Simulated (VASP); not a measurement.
# HfC (Fm-3m) in VASP: a series of runs

HfC is run at these levels: PBE+D4; tasks: single point.

Program: VASP 6.6.1. These are calculated values, not measurements. Logs are shortened: lines on timing, memory, paths and dates and some standing lists are left out, and cuts for length are marked.

## Step 1: The cell of the first run

Symmetry: Fm-3m, No. 225, cubic system. Conventional cell: a = 4.731 Å, b = 4.731 Å, c = 4.731 Å, α = 90.00°, β = 90.00°, γ = 90.00°. Within 3.1 Å of Hf (site symmetry m-3m) lie 6 C at 2.37 Å. Within 3.1 Å of C (site symmetry m-3m) lie 6 Hf at 2.37 Å.

## Step 2: Single point, PBE+D4

File INCAR:

```
ALGO     = Normal         # electronic algorithm
EDIFF    = 1E-6           # SCF threshold, eV
ENCUT    = 600            # plane-wave cutoff, eV
GGA      = PE             # functional
GGA_COMPAT= F            
ISIF     = 2              # what is computed and relaxed
ISMEAR   = -1             # smearing method
IVDW     = 13             # dispersion correction
LASPH    = T              # aspherical terms in the spheres
LCHARG   = F              # write CHGCAR
LREAL    = F              # projectors in reciprocal space
LWAVE    = F              # write WAVECAR
NBANDS   = 14             # bands
NELM     = 120            # most SCF steps
PREC     = Accurate       # precision mode
SIGMA    = 0.05           # smearing width, eV
```

File KPOINTS:

```
k-points
0
Gamma
  11 11 11
```

File POSCAR:

```
HfC
1.0
    0.0000000000      2.3656195458      2.3656195458
    2.3656195458      0.0000000000      2.3656195458
    2.3656195458      2.3656195458      0.0000000000
Hf C
1 1
Direct
    0.5000000000      0.5000000000      0.5000000000
    0.0000000000      0.0000000000      0.0000000000
```

Potentials or basis: VASP PAW PBE potentials, release 64 (Hf_pv, C).

Command:

```bash
$ cat potpaw_PBE.64/Hf_pv/POTCAR potpaw_PBE.64/C/POTCAR > POTCAR
$ mpirun -np 1 vasp_std > vasp.out
```

OUTCAR:

```text
EDIFF = 1E-6
   ENCUT = 600
   GGA = PE
   ISIF = 2
   ISMEAR = -1
   IVDW = 13
   LASPH = T
   LREAL = F
   NELM = 120
   PREC = Accurate

 ion  position               nearest neighbor table
   1  0.500  0.500  0.500-   2 2.37   2 2.37   2 2.37   2 2.37   2 2.37   2 2.37
   2  0.000  0.000  0.000-   1 2.37   1 2.37   1 2.37   1 2.37   1 2.37   1 2.37

  LATTYP: Found a face centered cubic cell.
 ALAT       =     4.7312390916

  Lattice vectors:

 A1 = (   0.0000000000,   2.3656195458,   2.3656195458)
 A2 = (   2.3656195458,   0.0000000000,   2.3656195458)
 A3 = (   2.3656195458,   2.3656195458,   0.0000000000)

Analysis of symmetry for initial positions (statically):
=====================================================================
 Subroutine PRICEL returns:
 Original cell was already a primitive cell.

 Routine SETGRP: Setting up the symmetry group for a
 face centered cubic supercell.

 Subroutine GETGRP returns: Found 48 space group operations
 (whereof 48 operations were pure point group operations)
 out of a pool of 48 trial point group operations.

The static configuration has the point symmetry O_h .

Analysis of symmetry for dynamics (positions and initial velocities):
=====================================================================
 Subroutine PRICEL returns:
 Original cell was already a primitive cell.

 Routine SETGRP: Setting up the symmetry group for a
 face centered cubic supercell.

 Subroutine GETGRP returns: Found 48 space group operations
 (whereof 48 operations were pure point group operations)
 out of a pool of 48 trial point group operations.

The dynamic configuration has the point symmetry O_h .

 Subroutine INISYM returns: Found 48 space group operations
 (whereof 48 operations are pure point group operations),
 and found     1 'primitive' translations

----------------------------------------------------------------------------------------

                                     Primitive cell

  volume of cell :      26.4768

  direct lattice vectors                    reciprocal lattice vectors
     0.000000000  2.365619546  2.365619546    -0.211361121  0.211361121  0.211361121
     2.365619546  0.000000000  2.365619546     0.211361121 -0.211361121  0.211361121
     2.365619546  2.365619546  0.000000000     0.211361121  0.211361121 -0.211361121

  length of vectors
     3.345491245  3.345491245  3.345491245     0.366088201  0.366088201  0.366088201

  position of ions in fractional coordinates (direct lattice)
     0.500000000  0.500000000  0.500000000
     0.000000000  0.000000000  0.000000000

  ion indices of the primitive-cell ions
   primitive index   ion index
                 1           1
                 2           2

----------------------------------------------------------------------------------------

 KPOINTS: k-points

Automatic generation of k-mesh.
 Grid dimensions read from file:
 generate k-points for:   11   11   11

 Generating k-lattice:

  Cartesian coordinates                     Fractional coordinates (reciprocal lattice)
    -0.019214647  0.019214647  0.019214647     0.090909091  0.000000000  0.000000000
     0.019214647 -0.019214647  0.019214647     0.000000000  0.090909091  0.000000000
     0.019214647  0.019214647 -0.019214647     0.000000000  0.000000000  0.090909091

  Length of vectors
     0.033280746  0.033280746  0.033280746

  Shift w.r.t. Gamma in fractional coordinates (k-lattice)
     0.000000000  0.000000000  0.000000000

 Subroutine IBZKPT returns following result:
 ===========================================

 Found     56 irreducible k-points:

 Following reciprocal coordinates:
            Coordinates               Weight
  0.000000  0.000000  0.000000      1.000000
  0.090909  0.000000  0.000000      8.000000
  0.181818  0.000000  0.000000      8.000000
  0.272727  0.000000  0.000000      8.000000
  0.363636  0.000000  0.000000      8.000000
  0.454545  0.000000  0.000000      8.000000
[... 16 lines left out ...]
 -0.272727  0.181818  0.000000     24.000000
 -0.181818  0.181818  0.000000     12.000000
 [... further k-points ...]
   k-points           NKPTS =     56   k-points in BZ     NKDIM =     56   number of bands    NBANDS=     14
   number of dos      NEDOS =    301   number of ions     NIONS =      2
   total plane-waves  NPLWV =  21952
   dimension x,y,z NGX =    28 NGY =   28 NGZ =   28
   dimension x,y,z NGXF=    56 NGYF=   56 NGZF=   56
   ions per type =               1   1
   NGX,Y,Z   is equivalent  to a cutoff of  13.91, 13.91, 13.91 a.u.
   NGXF,Y,Z  is equivalent  to a cutoff of  27.83, 27.83, 27.83 a.u.
 SYSTEM =  unknown system
   PREC   = accura    normal or accurate (medium, high low for compatibility)
   ISTART =      0    job   : 0-new  1-cont  2-samecut
   ICHARG =      2    charge: 1-file 2-atom 10-const
   ISPIN  =      1    spin polarized calculation?
   LNONCOLLINEAR =      F non collinear calculations
   LSORBIT =      F    spin-orbit coupling
   LASPH  =      T    aspherical Exc in radial PAW
   ENCUT  =  600.0 eV  44.10 Ry    6.64 a.u.   6.68  6.68  6.68*2*pi/ulx,y,z
   NELM   =    120;   NELMIN=  2; NELMDL= -5     # of ELM steps
   EDIFF  = 0.1E-05   stopping-criterion for ELM
   LREAL  =      F    real-space projection
   EDIFFG = 0.1E-04   stopping-criterion for IOM
   NSW    =      0    number of steps for IOM
   IBRION =     -1    ionic relax: 0-MD 1-quasi-New 2-CG
   NFREE  =      0    steps in history (QN), initial steepest desc. (CG)
   ISIF   =      2    stress and relaxation
   ISYM   =      2    0-nonsym 1-usesym 2-fastsym
   POTIM  = 0.5000    time-step for ionic-motion
   TEBEG  =    0.0;   TEEND  =   0.0 temperature during run
   PSTRESS=    0.0 pullay stress
   NELECT =      14.0000    total number of electrons
   NUPDOWN=      -1.0000    fix difference up-down
   EMIN   =  10.00;   EMAX   =-10.00  energy-range for DOS
   EFERMI =   0.00;   METHOD = LEGACY
   ISMEAR =    -1;   SIGMA  =   0.05  broadening in eV -4-tet -1-fermi 0-gaus
   EFERMI_NEDOS =   21; number of points for ismear=-14 and -15
   IALGO  =     38    algorithm
   IMIX   =      4    mixing-type and parameters
     AMIX     =   0.40;   BMIX     =  1.00
     AMIX_MAG =   1.60;   BMIX_MAG =  1.00
  volume/ion in A,a.u.               =      13.24        89.34
  Fermi-wavevector in a.u.,A,eV,Ry     =   1.323821  2.501659 23.844239  1.752502
  Thomas-Fermi vector in A             =   2.453401
   LORBIT       =      0    0 simple, 1 ext, 2 COOP (PROOUT), +10 PAW based schemes
   GGA     = PE    functional components
   LHFCALC =     F    Hartree Fock is set to
   AEXX    =    0.0000 exact exchange contribution
   IVDW    =    13    specifies the selected vdW correction
   LEPSILON=     F    determine dielectric tensor
   LRPA    =     F    only Hartree local field effects (RPA)
 non-spin polarized calculation
  energy-cutoff  :      600.00
  volume of cell :       26.48
 maximum number of plane-waves:       905
   NGX = 13   NGY = 13   NGZ = 13

 number of electron      14.0000000 magnetization

 Free energy of the ion-electron system (eV)
  ---------------------------------------------------
  ext. energy  EPLUGINS =         0.00000000
  ---------------------------------------------------
  free energy    TOTEN  =       -20.99551594 eV

  energy without entropy =      -20.99287548  energy(sigma->0) =      -20.99419571

 E-fermi :   5.6114     XC(G=0): -12.0307

 val. band max:        5.3915251256   @ k =   0.4545   0.4545   0.0000
 cond. band min:       5.6528049337   @ k =  -0.4545   0.4545   0.0000
 fundamental gap:      0.2612798081
 Fermi energy:         5.6114325412

 k-point     1 :       0.0000    0.0000    0.0000
  band No.  band energies     occupation
      1     -24.2668      2.00000
      2     -24.2668      2.00000
      3     -24.2668      2.00000
      4      -6.4856      2.00000
      5       6.5336      0.00000
      6       6.5336      0.00000
      7       6.5336      0.00000
      8       6.9297      0.00000
      9       6.9297      0.00000
     10       6.9297      0.00000
     11       8.7869      0.00000
     12       8.7869      0.00000
     13      11.7847      0.00000
     14      16.4094      0.00000

 k-point     2 :       0.0909    0.0000    0.0000
  band No.  band energies     occupation
      1     -24.3130      2.00000
      2     -24.2714      2.00000
      3     -24.2714      2.00000
      4      -6.2950      2.00000
      5       5.3650      1.98564
      6       5.7103      0.24311
      7       5.7103      0.24310
      8       7.2660      0.00000
      9       7.2660      0.00000
     10       7.5866      0.00000
     11       9.6761      0.00000
     12       9.6761      0.00000
     13      12.2597      0.00000
     14      16.9474      0.00000

 k-point     3 :       0.1818    0.0000    0.0000
  band No.  band energies     occupation
      1     -24.4349      2.00000
      2     -24.2838      2.00000
      3     -24.2838      2.00000
      4      -5.7528      2.00000
      5       3.7930      2.00000
      6       4.6210      2.00000
      7       4.6210      2.00000
      8       7.8547      0.00000
      9       7.8547      0.00000
     10       8.0494      0.00000
     11      11.3401      0.00000
     12      11.3401      0.00000
     13      13.3058      0.00000
     14      18.2575      0.00000
[... 324 lines left out ...]
 k-point    23 :      -0.2727    0.1818    0.0000
  band No.  band energies     occupation
      1     -24.6620      2.00000
      2     -24.4326      2.00000
      3     -24.3129      2.00000
      4      -4.0693      2.00000
      5       1.1559      2.00000
      6       3.1203      2.00000
      7       3.3058      2.00000
      8       8.8964      0.00000
      9       9.5340      0.00000
     10      10.8087      0.00000
     11      11.8923      0.00000
     12      14.6160      0.00000
     13      15.9662      0.00000
     14      18.8458      0.00000

 k-point    24 :      -0.1818    0.1818    0.0000
  band No.  band energies     occupation
      1     -24.5725      2.00000
      2     -24.3884      2.00000
      3     -24.2918      2.00000
      4      -4.7679      2.00000
      5       2.0698      2.00000
      6       3.4648      2.00000
      7       3.7739      2.00000
      8       8.1576      0.00000
      9       9.2108      0.00000
     10      10.0805      0.00000
     11      10.8481      0.00000
     12      14.6616      0.00000
     13      14.6618      0.00000
     14      19.0122      0.00000

 [... further k-points ...]

------------------------ aborting loop because EDIFF is reached ----------------------------------------

  DFT-D4 for vdW energy calculation

  Edisp (eV):   -0.47162

  FORCE on cell =-STRESS in cart. coord.  units (eV):
  Direction    XX          YY          ZZ          XY          YZ          ZX
  --------------------------------------------------------------------------------------
  -------------------------------------------------------------------------------------
  Total      -2.44175    -2.44175    -2.44175     0.00000     0.00000     0.00000
  in kB    -147.75641  -147.75641  -147.75641     0.00000     0.00000     0.00000
  external pressure =     -147.76 kB  Pullay stress =        0.00 kB

 VOLUME and BASIS-vectors are now :
 -----------------------------------------------------------------------------
  energy-cutoff  :      600.00
  volume of cell :       26.48
      direct lattice vectors                 reciprocal lattice vectors
     0.000000000  2.365619546  2.365619546    -0.211361121  0.211361121  0.211361121
     2.365619546  0.000000000  2.365619546     0.211361121 -0.211361121  0.211361121
     2.365619546  2.365619546  0.000000000     0.211361121  0.211361121 -0.211361121

 POSITION                                       TOTAL-FORCE (eV/Angst)
 -----------------------------------------------------------------------------------
      2.36562      2.36562      2.36562         0.000000      0.000000      0.000000
      0.00000      0.00000      0.00000        -0.000000     -0.000000      0.000000
 -----------------------------------------------------------------------------------
    total drift:                                0.000000      0.000000      0.000000

  FREE ENERGIE OF THE ION-ELECTRON SYSTEM (eV)
  ---------------------------------------------------
  free  energy   TOTEN  =       -21.4671321611 eV

  energy  without entropy=      -21.4644917016  energy(sigma->0) =      -21.46581193
```

Run time: 18 s. Hardware: 1 thread of Intel Xeon Platinum 8488C (Sapphire Rapids), shared host; peak memory 0.18 GiB.

What came out:

```yaml
Free_energy: -21.4671 eV
Pressure: -14.8 GPa
Band_gap_on_the_k_mesh: zero (bands 7 and 8 overlap by 1.39 eV)
Dispersion_energy_per_atom: -0.236 eV
```

Caveat: the cell stands under tension; spin-orbit coupling is left out, which moves the levels of the heavy elements.

## Step 3: Single point, PBE+D4

This run uses another cell than the first one, of 13.57 Å³/atom.

File INCAR:

```
SYSTEM = HfC
ALGO = Normal
EDIFF = 1E-6
ENCUT = 600
GGA = PE
GGA_COMPAT = .False.
ISIF = 2
ISMEAR = -1
IVDW = 13
LASPH = .True.
LCHARG = .True.
LELF = .True.
LREAL = .False.
LVHAR = .True.
LWAVE = .False.
NBANDS = 14
NELM = 120
PREC = Accurate
SIGMA = 0.05
```

File KPOINTS:

```
k-points
0
Gamma
  11 11 11
  0 0 0
```

File POSCAR:

```
HfC
1.0
    0.0000000000      2.3854164456      2.3854164456
    2.3854164456      0.0000000000      2.3854164456
    2.3854164456      2.3854164456      0.0000000000
Hf C
1 1
Direct
    0.5000000000      0.5000000000      0.5000000000
    0.0000000000      0.0000000000      0.0000000000
```

Potentials or basis: VASP PAW PBE potentials, release 64 (Hf_pv, C).

Command:

```bash
$ cat potpaw_PBE.64/Hf_pv/POTCAR potpaw_PBE.64/C/POTCAR > POTCAR
$ mpirun -np 1 vasp_std > vasp.out
```

Run time: 21 s. Hardware: 1 thread of Intel Xeon Platinum 8488C (Sapphire Rapids), shared host; peak memory 0.17 GiB.

Results (log left out):

```yaml
Free_energy: -21.3964 eV
Pressure: -19.2 GPa
Band_gap_on_the_k_mesh: zero (bands 7 and 8 overlap by 1.38 eV)
Dispersion_energy_per_atom: -0.229 eV
```

Levels at points of the mesh, in eV from the Fermi level:
| k point | band 5 | band 6 | band 7 | band 8 | band 9 | band 10 |
| --- | --- | --- | --- | --- | --- | --- |
| (0.00, 0.00, 0.00) | 0.91 | 0.91 | 0.91 | 1.31 | 1.31 | 1.31 |

Caveat: the cell stands under tension; spin-orbit coupling is left out, which moves the levels of the heavy elements.
